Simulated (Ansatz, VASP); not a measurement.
One calculation of ZnO, two programs

```
Zn O
1.0
     3.20548    0.00000    0.00000
    -1.60274    2.77603    0.00000
     0.00000    0.00000    5.13347
Zn O
2 2
Direct
  0.33333 0.66667 0.00000
  0.66667 0.33333 0.50000
  0.33333 0.66667 0.38210
  0.66667 0.33333 0.88210
```

Change from the starting cell: volume scaled by 0.96, PAW files.

Alike in both runs: task electric field gradients; functional LDA; k mesh 8 × 8 × 5; occupations fermi-dirac, width 0.01 eV; no spin polarisation.

|  | VASP | Ansatz |
| --- | --- | --- |
| version | VASP 6.6.1 | Ansatz 0.2.0 |
| potentials or method | VASP PAW LDA potentials, release 64 (Zn, O) | PAW with Ansatz's default frozen-core files, scalar-relativistic |
| plane-wave cutoff (eV) | 520 | 420 |
| valence electrons in the cell | 36 | 36 |

VASP gave:

```
gap on the k mesh at the Fermi level (eV)                     : 0.81
pressure (GPa)                                                : 0.0
traceless stress, the component that is largest in VASP (GPa) : 0.28
rms of the force components (eV/Å)                            : 0.024
size of Vzz on the site where it differs most (V/Å²)          : 8.3
```

Problem. Which values does Ansatz return?

Solution. gap on the k mesh at the Fermi level (eV): 0.80; pressure (GPa): -1.3; traceless stress, the component that is largest in VASP (GPa): 0.32; rms of the force components (eV/Å): 0.023; size of Vzz on the site where it differs most (V/Å²): 7.8.

LDA's correlation is that of Perdew and Zunger in VASP and of Perdew and Wang (1992) in Ansatz. Atom by atom the forces differ by 0.001 eV/Å (rms over components).
